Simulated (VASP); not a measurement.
# SrMg (Pm-3m) in VASP: relaxation of cell and atoms with LDA

Aim: the relaxation of cell and atoms of SrMg with LDA.

Program: VASP 6.6.1. These are calculated values, not measurements. Logs are shortened: lines on timing, memory, paths and dates and some standing lists are left out, and cuts for length are marked.

### Step 1. The cell of the first run

Symmetry: Pm-3m, No. 221, cubic system. Conventional cell: a = 4.190 Å, b = 4.190 Å, c = 4.190 Å, α = 90.00°, β = 90.00°, γ = 90.00°. Sr (site symmetry m-3m) has 8 Mg at 3.63 Å and 6 Sr at 4.19 Å within 4.8 Å. Mg (site symmetry m-3m) has 8 Sr at 3.63 Å and 6 Mg at 4.19 Å within 4.8 Å.

### Step 2. Relaxation of cell and atoms, LDA

INCAR

```
SYSTEM = SrMg
PREC = Accurate
ENCUT = 840
EDIFF = 1E-7
ISMEAR = 0
SIGMA = 0.1
LREAL = .FALSE.
LASPH = .TRUE.
NELM = 120
ALGO = Normal
ISIF = 3
LWAVE = .FALSE.
LCHARG = .FALSE.
IBRION = 2
NSW = 80
EDIFFG = -0.03
GGA_COMPAT = .FALSE.
NELMIN = 4
```

KPOINTS

```
Automatic mesh
0
G
  5 5 5
  0 0 0
```

POSCAR

```
SrMg
1.0
    4.1903181100      0.0000000000      0.0000000000
    0.0000000000      4.1903181100      0.0000000000
    0.0000000000      0.0000000000      4.1903181100
Sr Mg
1 1
Direct
    0.5000000000      0.5000000000      0.5000000000
    0.0000000000      0.0000000000      0.0000000000
```

Potentials or basis: VASP PAW LDA potentials, release 64 (Sr_sv, Mg_sv).

Launch:

```
$ cat potpaw_LDA.64/Sr_sv/POTCAR potpaw_LDA.64/Mg_sv/POTCAR > POTCAR
$ mpirun -np 1 vasp_std > vasp.out
```

OUTCAR:

```text
SYSTEM = SrMg
   PREC = Accurate
   ENCUT = 840
   EDIFF = 1E-7
   ISMEAR = 0
   LREAL = .FALSE.
   LASPH = .TRUE.
   NELM = 120
   ISIF = 3
   IBRION = 2
   NSW = 80
   EDIFFG = -0.03
   NELMIN = 4

 ion  position               nearest neighbor table
   1  0.500  0.500  0.500-   2 3.63   2 3.63   2 3.63   2 3.63   2 3.63   2 3.63   2 3.63   2 3.63

   2  0.000  0.000  0.000-   1 3.63   1 3.63   1 3.63   1 3.63   1 3.63   1 3.63   1 3.63   1 3.63

  LATTYP: Found a simple cubic cell.
 ALAT       =     4.1903181100

  Lattice vectors:

 A1 = (   4.1903181100,   0.0000000000,   0.0000000000)
 A2 = (   0.0000000000,   4.1903181100,   0.0000000000)
 A3 = (   0.0000000000,   0.0000000000,   4.1903181100)

Analysis of symmetry for initial positions (statically):
=====================================================================
 Subroutine PRICEL returns:
 Original cell was already a primitive cell.

 Routine SETGRP: Setting up the symmetry group for a
 simple cubic supercell.

 Subroutine GETGRP returns: Found 48 space group operations
 (whereof 48 operations were pure point group operations)
 out of a pool of 48 trial point group operations.

The static configuration has the point symmetry O_h .

Analysis of symmetry for dynamics (positions and initial velocities):
=====================================================================
 Subroutine PRICEL returns:
 Original cell was already a primitive cell.

 Routine SETGRP: Setting up the symmetry group for a
 simple cubic supercell.

 Subroutine GETGRP returns: Found 48 space group operations
 (whereof 48 operations were pure point group operations)
 out of a pool of 48 trial point group operations.

The dynamic configuration has the point symmetry O_h .

 Subroutine INISYM returns: Found 48 space group operations
 (whereof 48 operations are pure point group operations),
 and found     1 'primitive' translations

----------------------------------------------------------------------------------------

                                     Primitive cell

  volume of cell :      73.5768

  direct lattice vectors                    reciprocal lattice vectors
     4.190318110  0.000000000  0.000000000     0.238645366  0.000000000  0.000000000
     0.000000000  4.190318110  0.000000000     0.000000000  0.238645366  0.000000000
     0.000000000  0.000000000  4.190318110     0.000000000  0.000000000  0.238645366

  length of vectors
     4.190318110  4.190318110  4.190318110     0.238645366  0.238645366  0.238645366

  position of ions in fractional coordinates (direct lattice)
     0.500000000  0.500000000  0.500000000
     0.000000000  0.000000000  0.000000000

  ion indices of the primitive-cell ions
   primitive index   ion index
                 1           1
                 2           2

----------------------------------------------------------------------------------------

 KPOINTS: Automatic mesh

Automatic generation of k-mesh.
 Grid dimensions read from file:
 generate k-points for:    5    5    5

 Generating k-lattice:

  Cartesian coordinates                     Fractional coordinates (reciprocal lattice)
     0.047729073  0.000000000  0.000000000     0.200000000  0.000000000  0.000000000
     0.000000000  0.047729073  0.000000000     0.000000000  0.200000000  0.000000000
     0.000000000  0.000000000  0.047729073     0.000000000  0.000000000  0.200000000

  Length of vectors
     0.047729073  0.047729073  0.047729073

  Shift w.r.t. Gamma in fractional coordinates (k-lattice)
     0.000000000  0.000000000  0.000000000

 Subroutine IBZKPT returns following result:
 ===========================================

 Found     10 irreducible k-points:

 Following reciprocal coordinates:
            Coordinates               Weight
  0.000000  0.000000  0.000000      1.000000
  0.200000  0.000000  0.000000      6.000000
  0.400000  0.000000  0.000000      6.000000
  0.200000  0.200000  0.000000     12.000000
  0.400000  0.200000  0.000000     24.000000
  0.400000  0.400000  0.000000     12.000000
  0.200000  0.200000  0.200000      8.000000
  0.400000  0.200000  0.200000     24.000000
  0.400000  0.400000  0.200000     24.000000
  0.400000  0.400000  0.400000      8.000000
   k-points           NKPTS =     10   k-points in BZ     NKDIM =     10   number of bands    NBANDS=     14
   number of dos      NEDOS =    301   number of ions     NIONS =      2
   total plane-waves  NPLWV =  64000
   dimension x,y,z NGX =    40 NGY =   40 NGZ =   40
   dimension x,y,z NGXF=    80 NGYF=   80 NGZF=   80
   ions per type =               1   1
   NGX,Y,Z   is equivalent  to a cutoff of  15.87, 15.87, 15.87 a.u.
   NGXF,Y,Z  is equivalent  to a cutoff of  31.74, 31.74, 31.74 a.u.
 SYSTEM =  SrMg
   PREC   = accura    normal or accurate (medium, high low for compatibility)
   ISTART =      0    job   : 0-new  1-cont  2-samecut
   ICHARG =      2    charge: 1-file 2-atom 10-const
   ISPIN  =      1    spin polarized calculation?
   LNONCOLLINEAR =      F non collinear calculations
   LSORBIT =      F    spin-orbit coupling
   LASPH  =      T    aspherical Exc in radial PAW
   ENCUT  =  840.0 eV  61.74 Ry    7.86 a.u.   9.90  9.90  9.90*2*pi/ulx,y,z
   NELM   =    120;   NELMIN=  4; NELMDL= -5     # of ELM steps
   EDIFF  = 0.1E-06   stopping-criterion for ELM
   LREAL  =      F    real-space projection
   EDIFFG = -.3E-01   stopping-criterion for IOM
   NSW    =     80    number of steps for IOM
   IBRION =      2    ionic relax: 0-MD 1-quasi-New 2-CG
   NFREE  =      1    steps in history (QN), initial steepest desc. (CG)
   ISIF   =      3    stress and relaxation
   ISYM   =      2    0-nonsym 1-usesym 2-fastsym
   POTIM  = 0.5000    time-step for ionic-motion
   TEBEG  =    0.0;   TEEND  =   0.0 temperature during run
   PSTRESS=    0.0 pullay stress
   NELECT =      20.0000    total number of electrons
   NUPDOWN=      -1.0000    fix difference up-down
   EMIN   =  10.00;   EMAX   =-10.00  energy-range for DOS
   EFERMI =   0.00;   METHOD = LEGACY
   ISMEAR =     0;   SIGMA  =   0.10  broadening in eV -4-tet -1-fermi 0-gaus
   EFERMI_NEDOS =   21; number of points for ismear=-14 and -15
   IALGO  =     38    algorithm
   IMIX   =      4    mixing-type and parameters
     AMIX     =   0.40;   BMIX     =  1.00
     AMIX_MAG =   1.60;   BMIX_MAG =  1.00
  volume/ion in A,a.u.               =      36.79       248.26
  Fermi-wavevector in a.u.,A,eV,Ry     =   1.060485  2.004026 15.301497  1.124628
  Thomas-Fermi vector in A             =   2.195868
   LORBIT       =      0    0 simple, 1 ext, 2 COOP (PROOUT), +10 PAW based schemes
   GGA     = CA    functional components
   LHFCALC =     F    Hartree Fock is set to
   AEXX    =    0.0000 exact exchange contribution
   IVDW    =     0    specifies the selected vdW correction
   LEPSILON=     F    determine dielectric tensor
   LRPA    =     F    only Hartree local field effects (RPA)
 conjugate gradient relaxation of ions
 non-spin polarized calculation
 Gauss-broadening in eV      SIGMA  =   0.10
  energy-cutoff  :      840.00
  volume of cell :       73.58
 maximum number of plane-waves:      4095
 NGX is ok and might be reduce to    40
   NGX = 19   NGY = 19   NGZ = 19

--------------------------------------- Ionic step        1  -------------------------------------------

 number of electron      19.9999991 magnetization

 Free energy of the ion-electron system (eV)
  ---------------------------------------------------
  ext. energy  EPLUGINS =         0.00000000
  ---------------------------------------------------
  free energy    TOTEN  =        -3.81657657 eV

  energy without entropy =       -3.80576945  energy(sigma->0) =       -3.81117301

------------------------ aborting loop because EDIFF is reached ----------------------------------------

  FORCE on cell =-STRESS in cart. coord.  units (eV):
  Direction    XX          YY          ZZ          XY          YZ          ZX
  --------------------------------------------------------------------------------------
  -------------------------------------------------------------------------------------
  Total       -0.9488836     -0.9488836     -0.9488836     -0.0000000      0.0000000     -0.0000000
  in kB      -20.6624844    -20.6624844    -20.6624844     -0.0000000      0.0000000     -0.0000000
  external PRESSURE =     -20.6624844 kB  Pullay stress =       0.0000000 kB

 VOLUME and BASIS-vectors are now :
 -----------------------------------------------------------------------------
  energy-cutoff  :      840.00
  volume of cell :       73.58
      direct lattice vectors                 reciprocal lattice vectors
     4.190318110  0.000000000  0.000000000     0.238645366  0.000000000  0.000000000
     0.000000000  4.190318110  0.000000000     0.000000000  0.238645366  0.000000000
     0.000000000  0.000000000  4.190318110     0.000000000  0.000000000  0.238645366
[... 37 lines left out ...]
 POSITION                                       TOTAL-FORCE (eV/Angst)
 -----------------------------------------------------------------------------------
      2.04720      2.04720      2.04720        -0.000000      0.000000      0.000000
      0.00000      0.00000      0.00000         0.000000     -0.000000      0.000000
 -----------------------------------------------------------------------------------
    total drift:                               -0.000000      0.000000     -0.000000

  FREE ENERGIE OF THE ION-ELECTRON SYSTEM (eV)
  ---------------------------------------------------
  free  energy   TOTEN  =        -3.8608413646 eV

  energy  without entropy=       -3.8520947656  energy(sigma->0) =       -3.85646807

--------------------------------------- Ionic step        3  -------------------------------------------

 number of electron      20.0000012 magnetization

 Free energy of the ion-electron system (eV)
  ---------------------------------------------------
  ext. energy  EPLUGINS =         0.00000000
  ---------------------------------------------------
  free energy    TOTEN  =        -3.86576850 eV

  energy without entropy =       -3.85752543  energy(sigma->0) =       -3.86164696

 E-fermi :   1.9720     XC(G=0):  -8.5474

 val. band max:        1.9157711851   @ k =   0.4000   0.4000   0.2000
 cond. band min:       2.1396814353   @ k =   0.4000   0.4000   0.0000
 fundamental gap:      0.2239102502
 Fermi energy:         1.9720492949

 k-point     1 :       0.0000    0.0000    0.0000
  band No.  band energies     occupation
      1     -73.0866      2.00000
      2     -40.5763      2.00000
      3     -40.5763      2.00000
      4     -40.5763      2.00000
      5     -33.6366      2.00000
      6     -15.6915      2.00000
      7     -15.6915      2.00000
      8     -15.6915      2.00000
      9      -2.9858      2.00000
     10       2.7410      0.00000
     11       2.7410      0.00000
     12       5.9997      0.00000
     13       5.9997      0.00000
     14       5.9997      0.00000

 k-point     2 :       0.2000    0.0000    0.0000
  band No.  band energies     occupation
      1     -73.0865      2.00000
      2     -40.5766      2.00000
      3     -40.5763      2.00000
      4     -40.5763      2.00000
      5     -33.6330      2.00000
      6     -15.7636      2.00000
      7     -15.6851      2.00000
      8     -15.6851      2.00000
      9      -2.5430      2.00000
     10       2.1885      0.00221
[... 160 lines left out ...]
 POSITION                                       TOTAL-FORCE (eV/Angst)
 -----------------------------------------------------------------------------------
      2.02717      2.02717      2.02717         0.000000      0.000000      0.000000
      0.00000      0.00000      0.00000        -0.000000     -0.000000      0.000000
 -----------------------------------------------------------------------------------
    total drift:                               -0.000000      0.000000     -0.000000

  FREE ENERGIE OF THE ION-ELECTRON SYSTEM (eV)
  ---------------------------------------------------
  free  energy   TOTEN  =        -3.8657685037 eV

  energy  without entropy=       -3.8575254254  energy(sigma->0) =       -3.86164696

 reached required accuracy - stopping structural energy minimisation
```

Wall time 21 s (1 thread of Intel Xeon 6975P-C (Granite Rapids), shared host); peak memory 0.2 GiB.

What came out:

| Quantity | Value |
| --- | --- |
| Free energy | -3.8658 eV |
| Relaxed volume | 33.32 Å³/atom |
| Relaxed cell | a = 4.054 Å, b = 4.054 Å, c = 4.054 Å, α = 90.00°, β = 90.00°, γ = 90.00° |
| Space group after relaxing (to 0.1 Å) | Pm-3m (No. 221) |
| Energy gained by relaxing | 24.6 meV/atom |
| Ionic steps | 3 |
| Pressure after relaxing | 0.0 GPa |
| Band gap on the k mesh | zero (bands 10 and 11 overlap by 1.17 eV) |

Step by step:
```csv
step,energy change (eV),largest force (eV/Å),pressure (GPa),volume (Å³)
1,0.0000,0.0000,-2.07,73.58
2,-0.0443,0.0000,-0.73,68.64
3,-0.0492,0.0000,-0.03,66.64
```

Final structure:
```
CELL_PARAMETERS angstrom
4.05434 0.00000 0.00000
0.00000 4.05434 0.00000
0.00000 0.00000 4.05434
ATOMIC_POSITIONS crystal
Sr 0.50000 0.50000 0.50000
Mg 0.00000 0.00000 0.00000
```

Levels at points of the mesh, in eV from the Fermi level:
```csv
k point,band 7,band 8,band 9,band 10,band 11,band 12,band 13,band 14
"(0.00, 0.00, 0.00)",-17.66,-17.66,-4.96,0.77,0.77,4.03,4.03,4.03
```

The gap in the log of VASP goes by the Fermi energy; the results here count the filled bands.